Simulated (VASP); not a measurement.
# SiO2 (I-42d) in VASP: notebook

SiO2 is run at these levels: PBE; tasks: electric field gradients.

All numbers are computed with VASP 6.6.1; they aren't measurements. Logs are shortened: lines on timing, memory, paths and dates and some standing lists are left out, and cuts for length are marked.

### 1 The cell of the first run

The structure is tetragonal, space group I-42d (No. 122). Conventional cell: a = 4.748 Å, b = 4.748 Å, c = 7.338 Å, α = 90.00°, β = 90.00°, γ = 90.00°. Si (site symmetry -4) has 4 O at 1.61 Å within 2.1 Å. Within 2.1 Å of O (site symmetry 2) lie 2 Si at 1.61 Å.

### 2 Electric field gradients, PBE (zz strain of -2 %)

The input, INCAR:

```
PREC = Accurate
ENCUT = 520
EDIFF = 1E-8
ISMEAR = -1
SIGMA = 0.03
LREAL = False
LASPH = True
NELM = 60
ALGO = Normal
ISIF = 2
LWAVE = False
LCHARG = False
GGA = PE
LEFG = True
NBANDS = 25
```

The input, KPOINTS:

```
regular mesh
0
Gamma
  7 7 7
```

The input, POSCAR:

```
SiO2
1.0
   -2.3740500000      2.3740500000      3.6691200000
    2.3740500000     -2.3740500000      3.6691200000
    2.3740500000      2.3740500000     -3.6691200000
Si O
2 4
Direct
    0.0000000000      0.0000000000      0.0000000000
    0.7500000000      0.2500000000      0.5000000000
    0.9983800000      0.6250000000      0.8733800000
    0.3750000000      0.2483800000      0.3733800000
    0.7516200000      0.1250000000      0.1266200000
    0.8750000000      0.0016200000      0.6266200000
```

Potentials or basis: VASP PAW PBE potentials, release 64 (Si, O).

Started as:

```
cat potpaw_PBE.64/Si/POTCAR potpaw_PBE.64/O/POTCAR > POTCAR
mpirun -np 1 vasp_std > vasp.out
```

OUTCAR:

```text
PREC = Accurate
   ENCUT = 520
   EDIFF = 1E-8
   ISMEAR = -1
   LREAL = False
   LASPH = True
   NELM = 60
   ISIF = 2
   GGA = PE

 ion  position               nearest neighbor table
   1  0.000  0.000  0.000-   3 1.61   4 1.61   5 1.61   6 1.61   2 3.00   2 3.00   2 3.00   2 3.00

   2  0.750  0.250  0.500-   3 1.61   4 1.61   6 1.61   5 1.61   1 3.00   1 3.00   1 3.00   1 3.00

   3  0.998  0.625  0.873-   1 1.61   2 1.61
   4  0.375  0.248  0.373-   1 1.61   2 1.61
   5  0.752  0.125  0.127-   1 1.61   2 1.61
   6  0.875  0.002  0.627-   2 1.61   1 1.61

  LATTYP: Found a body centered tetragonal cell.
 ALAT       =     4.7481000000
 C/A-ratio  =     1.5455108359

  Lattice vectors:

 A1 = (  -2.3740500000,   2.3740500000,   3.6691200000)
 A2 = (   2.3740500000,  -2.3740500000,   3.6691200000)
 A3 = (   2.3740500000,   2.3740500000,  -3.6691200000)

Analysis of symmetry for initial positions (statically):
=====================================================================
 Subroutine PRICEL returns:
 Original cell was already a primitive cell.

 Routine SETGRP: Setting up the symmetry group for a
 body centered tetragonal supercell.

 Subroutine GETGRP returns: Found  8 space group operations
 (whereof  4 operations were pure point group operations)
 out of a pool of 16 trial point group operations.

The static configuration has the point symmetry S_4 .
 The point group associated with its full space group is D_2d.

Analysis of symmetry for dynamics (positions and initial velocities):
=====================================================================
 Subroutine PRICEL returns:
 Original cell was already a primitive cell.

 Routine SETGRP: Setting up the symmetry group for a
 body centered tetragonal supercell.

 Subroutine GETGRP returns: Found  8 space group operations
 (whereof  4 operations were pure point group operations)
 out of a pool of 16 trial point group operations.

The dynamic configuration has the point symmetry S_4 .
 The point group associated with its full space group is D_2d.

 Subroutine INISYM returns: Found  8 space group operations
 (whereof  4 operations are pure point group operations),
 and found     1 'primitive' translations

[... 156 lines left out ...]

 k-point     1 :       0.0000    0.0000    0.0000
  band No.  band energies     occupation
      1     -19.2016      2.00000
      2     -17.0286      2.00000
      3     -17.0286      2.00000
      4     -16.9918      2.00000
      5      -8.8112      2.00000
      6      -5.3288      2.00000
[... 661 lines left out ...]
     24      13.1090      0.00000
     25      13.4221      0.00000

 [... further k-points ...]

------------------------ aborting loop because EDIFF is reached ----------------------------------------

  FORCE on cell =-STRESS in cart. coord.  units (eV):
  Direction    XX          YY          ZZ          XY          YZ          ZX
  --------------------------------------------------------------------------------------
  -------------------------------------------------------------------------------------
  Total        3.9824250      3.9824250      3.5823598      0.0000000      0.0000000      0.0000000
  in kB       77.1359010     77.1359010     69.3870072      0.0000000      0.0000000      0.0000000
  external PRESSURE =      74.5529364 kB  Pullay stress =       0.0000000 kB

 VOLUME and BASIS-vectors are now :
 -----------------------------------------------------------------------------
  energy-cutoff  :      520.00
  volume of cell :       82.72
      direct lattice vectors                 reciprocal lattice vectors
    -2.374050000  2.374050000  3.669120000     0.000000000  0.210610560  0.136272458
     2.374050000 -2.374050000  3.669120000     0.210610560  0.000000000  0.136272458
     2.374050000  2.374050000 -3.669120000     0.210610560  0.210610560  0.000000000

 POSITION                                       TOTAL-FORCE (eV/Angst)
 -----------------------------------------------------------------------------------
      0.00000      0.00000      0.00000         0.000000     -0.000000      0.000000
      0.00000      2.37405      1.83456         0.000000     -0.000000     -0.000000
      1.18702      2.95987      2.75184         0.000000      0.376774     -0.000000
      0.58582      1.18702      0.91728         0.376774     -0.000000     -0.000000
     -1.18702      1.78823      2.75184         0.000000     -0.376774     -0.000000
     -0.58582      3.56107      0.91728        -0.376774      0.000000     -0.000000
 -----------------------------------------------------------------------------------
    total drift:                                0.000001      0.000001      0.000002

  FREE ENERGIE OF THE ION-ELECTRON SYSTEM (eV)
  ---------------------------------------------------
  free  energy   TOTEN  =       -47.3395579283 eV

  energy  without entropy=      -47.3395579283  energy(sigma->0) =      -47.33955793

 Electric field gradients (V/A^2)
---------------------------------------------------------------------
 ion       V_xx      V_yy      V_zz      V_xy      V_xz      V_yz
---------------------------------------------------------------------
   1       1.469     1.469    -2.938    -0.000    -0.000    -0.000
   2       1.469     1.469    -2.938    -0.000    -0.000    -0.000
   3      30.166   -27.995    -2.170     0.003    65.617     0.002
   4     -27.995    30.166    -2.170     0.003     0.002    65.617
   5      30.166   -27.996    -2.170     0.003   -65.612     0.002
   6     -27.996    30.166    -2.170     0.003     0.002   -65.612
---------------------------------------------------------------------

 Electric field gradients after diagonalization (V/A^2)
 (convention: |V_zz| > |V_xx| > |V_yy|)
----------------------------------------------------------------------
 ion       V_xx      V_yy      V_zz     asymmetry (V_yy - V_xx)/ V_zz
----------------------------------------------------------------------
   1       1.469     1.469    -2.938       0.000
   2       1.469     1.469    -2.938       0.000
   3     -53.582   -27.995    81.577       0.314
   4     -53.582   -27.995    81.577       0.314
   5     -53.577   -27.996    81.573       0.314
   6     -53.577   -27.996    81.573       0.314
----------------------------------------------------------------------

           NMR quadrupolar parameters

 Cq : quadrupolar parameter    Cq=e*Q*V_zz/h
 eta: asymmetry parameters     (V_yy - V_xx)/ V_zz
 Q  : nuclear electric quadrupole moment in mb (millibarn)
----------------------------------------------------------------------
 ion       Cq(MHz)       eta       Q (mb)
----------------------------------------------------------------------
   1      -0.007       0.000       1.000
   2      -0.007       0.000       1.000
   3       0.197       0.314       1.000
   4       0.197       0.314       1.000
   5       0.197       0.314       1.000
   6       0.197       0.314       1.000
----------------------------------------------------------------------
```

OSZICAR:

```text
N       E                     dE             d eps       ncg     rms          rms(c)
DAV:   1     0.174521836101E+03    0.17452E+03   -0.16427E+04  2000   0.115E+03
DAV:   2    -0.422758269017E+02   -0.21680E+03   -0.20732E+03  2672   0.274E+02
DAV:   3    -0.536039675389E+02   -0.11328E+02   -0.11278E+02  2668   0.643E+01
DAV:   4    -0.537108026632E+02   -0.10684E+00   -0.10680E+00  2408   0.716E+00
DAV:   5    -0.537120668592E+02   -0.12642E-02   -0.12640E-02  2676   0.765E-01    0.210E+01
DAV:   6    -0.473281057921E+02    0.63840E+01   -0.19708E+01  2449   0.284E+01    0.104E+01
DAV:   7    -0.473381630807E+02   -0.10057E-01   -0.73247E-01  2555   0.466E+00    0.364E+00
DAV:   8    -0.473319988414E+02    0.61642E-02   -0.37978E-02  2605   0.163E+00    0.140E+00
DAV:   9    -0.473383860635E+02   -0.63872E-02   -0.21019E-02  2438   0.107E+00    0.263E-01
DAV:  10    -0.473395309595E+02   -0.11449E-02   -0.17019E-03  2327   0.256E-01    0.774E-02
DAV:  11    -0.473395512077E+02   -0.20248E-04   -0.32579E-04  2552   0.132E-01    0.129E-02
DAV:  12    -0.473395562473E+02   -0.50397E-05   -0.13297E-05  2400   0.246E-02    0.935E-03
DAV:  13    -0.473395577006E+02   -0.14532E-05   -0.27366E-06  2480   0.112E-02    0.396E-03
DAV:  14    -0.473395579121E+02   -0.21155E-06   -0.15818E-07  2400   0.279E-03    0.125E-03
DAV:  15    -0.473395579373E+02   -0.25224E-07   -0.17337E-08  2200   0.927E-04    0.389E-04
DAV:  16    -0.473395579283E+02    0.90849E-08   -0.19646E-09  1768   0.315E-04
   1 F= -.47339558E+02 E0= -.47339558E+02  d E =-.181012E-11
```

Run time: 39 s. Hardware: 1 thread of Intel Xeon 6975P-C (Granite Rapids), shared host; peak memory 0.25 GiB.

Results:

```
Free energy            : -47.3396 eV
Pressure               : 7.5 GPa
Largest force          : 0.377 eV/Å
Band gap on the k mesh : 6.21 eV, direct
```

Forces in eV/Å, atoms in the order of the input:
```
Si   0.000  0.000  0.000
Si   0.000  0.000  0.000
O    0.000  0.377  0.000
O    0.377  0.000  0.000
O    0.000 -0.377  0.000
O   -0.377  0.000  0.000
```

Electric field gradients, principal values (V/Å²):
| atom | least | middle | greatest (by size) |
| --- | --- | --- | --- |
| 1 Si | 1.469 | 1.469 | -2.938 |
| 2 Si | 1.469 | 1.469 | -2.938 |
| 3 O | -27.995 | -53.582 | 81.577 |
| 4 O | -27.995 | -53.582 | 81.577 |
| 5 O | -27.996 | -53.577 | 81.573 |
| 6 O | -27.996 | -53.577 | 81.573 |

Caveat: the cell differs from its parent crystal (zz strain of -2 %); without QUAD_EFG the Cq values of the log hold for a quadrupole moment of 1 mb, not for the nuclei. A k mesh can miss the band edges.

### 3 Electric field gradients, PBE (zz strain of -2 %)

The input, INCAR:

```
SYSTEM = SiO2
PREC = Accurate
ENCUT = 520
EDIFF = 1E-8
ISMEAR = -1
SIGMA = 0.03
LREAL = .FALSE.
LASPH = .TRUE.
NELM = 80
ALGO = Normal
ISIF = 2
LWAVE = .FALSE.
LCHARG = .FALSE.
GGA = PE
LEFG = .TRUE.
NBANDS = 25
```

The input, KPOINTS:

```
Automatic mesh
0
G
  7 7 7
  0 0 0
```

POSCAR is that of step 2.

Potentials or basis: VASP PAW PBE potentials, release 64 (Si, O).

Started as:

```
cat potpaw_PBE.64/Si/POTCAR potpaw_PBE.64/O/POTCAR > POTCAR
mpirun -np 1 vasp_std > vasp.out
```

OUTCAR:

```text
SYSTEM = SiO2
   PREC = Accurate
   ENCUT = 520
   EDIFF = 1E-8
   ISMEAR = -1
   LREAL = .FALSE.
   LASPH = .TRUE.
   NELM = 80
   ISIF = 2
   GGA = PE

 ion  position               nearest neighbor table
   1  0.000  0.000  0.000-   3 1.61   4 1.61   5 1.61   6 1.61   2 3.00   2 3.00   2 3.00   2 3.00

   2  0.750  0.250  0.500-   3 1.61   4 1.61   6 1.61   5 1.61   1 3.00   1 3.00   1 3.00   1 3.00

   3  0.998  0.625  0.873-   1 1.61   2 1.61
   4  0.375  0.248  0.373-   1 1.61   2 1.61
   5  0.752  0.125  0.127-   1 1.61   2 1.61
   6  0.875  0.002  0.627-   2 1.61   1 1.61

  LATTYP: Found a body centered tetragonal cell.
 ALAT       =     4.7481000000
 C/A-ratio  =     1.5455108359

  Lattice vectors:

 A1 = (  -2.3740500000,   2.3740500000,   3.6691200000)
 A2 = (   2.3740500000,  -2.3740500000,   3.6691200000)
 A3 = (   2.3740500000,   2.3740500000,  -3.6691200000)

Analysis of symmetry for initial positions (statically):
[... 890 lines left out ...]
     -0.58582      3.56107      0.91728        -0.376774      0.000000     -0.000000
 -----------------------------------------------------------------------------------
    total drift:                                0.000001      0.000001      0.000002

  FREE ENERGIE OF THE ION-ELECTRON SYSTEM (eV)
  ---------------------------------------------------
  free  energy   TOTEN  =       -47.3395579283 eV

  energy  without entropy=      -47.3395579283  energy(sigma->0) =      -47.33955793

 Electric field gradients (V/A^2)
---------------------------------------------------------------------
 ion       V_xx      V_yy      V_zz      V_xy      V_xz      V_yz
---------------------------------------------------------------------
   1       1.469     1.469    -2.938    -0.000    -0.000    -0.000
   2       1.469     1.469    -2.938    -0.000    -0.000    -0.000
   3      30.166   -27.995    -2.170     0.003    65.617     0.002
   4     -27.995    30.166    -2.170     0.003     0.002    65.617
   5      30.166   -27.996    -2.170     0.003   -65.612     0.002
   6     -27.996    30.166    -2.170     0.003     0.002   -65.612
---------------------------------------------------------------------

 Electric field gradients after diagonalization (V/A^2)
 (convention: |V_zz| > |V_xx| > |V_yy|)
----------------------------------------------------------------------
 ion       V_xx      V_yy      V_zz     asymmetry (V_yy - V_xx)/ V_zz
----------------------------------------------------------------------
   1       1.469     1.469    -2.938       0.000
   2       1.469     1.469    -2.938       0.000
   3     -53.582   -27.995    81.577       0.314
   4     -53.582   -27.995    81.577       0.314
   5     -53.577   -27.996    81.573       0.314
   6     -53.577   -27.996    81.573       0.314
----------------------------------------------------------------------

           NMR quadrupolar parameters

 Cq : quadrupolar parameter    Cq=e*Q*V_zz/h
 eta: asymmetry parameters     (V_yy - V_xx)/ V_zz
 Q  : nuclear electric quadrupole moment in mb (millibarn)
----------------------------------------------------------------------
 ion       Cq(MHz)       eta       Q (mb)
----------------------------------------------------------------------
   1      -0.007       0.000       1.000
   2      -0.007       0.000       1.000
   3       0.197       0.314       1.000
   4       0.197       0.314       1.000
   5       0.197       0.314       1.000
   6       0.197       0.314       1.000
----------------------------------------------------------------------
```

stdout:

```text
POSCAR found type information on POSCAR SiO
 POSCAR found :  2 types and       6 ions
 scaLAPACK will be used
 LDA part: xc-table for (Slater+PW92), standard interpolation
 POSCAR, INCAR and KPOINTS ok, starting setup
 FFT: planning ... GRIDC
 FFT: planning ... GRID_SOFT
 FFT: planning ... GRID
 WAVECAR not read
 entering main loop
ion   1

ion   2

ion   3

ion   4

ion   5

ion   6
```

Wall time 40 s (1 thread of Intel Xeon 6975P-C (Granite Rapids), shared host); peak memory 0.25 GiB.

Results:

* Free energy: -47.3396 eV
* Pressure: 7.5 GPa
* Largest force: 0.377 eV/Å
* Band gap on the k mesh: 6.21 eV, direct

Forces in eV/Å, atoms in the order of the input:
```
Si   0.000  0.000  0.000
Si   0.000  0.000  0.000
O    0.000  0.377  0.000
O    0.377  0.000  0.000
O    0.000 -0.377  0.000
O   -0.377  0.000  0.000
```

Electric field gradients, principal values (V/Å²):
```
atom    least   middle  greatest (by size)
1 Si    1.469    1.469              -2.938
2 Si    1.469    1.469              -2.938
 3 O  -27.995  -53.582              81.577
 4 O  -27.995  -53.582              81.577
 5 O  -27.996  -53.577              81.573
 6 O  -27.996  -53.577              81.573
```

Caveat: the cell differs from its parent crystal (zz strain of -2 %); without QUAD_EFG the Cq values of the log hold for a quadrupole moment of 1 mb, not for the nuclei. A k mesh can miss the band edges.

(Part 1 of 2 ends here.)
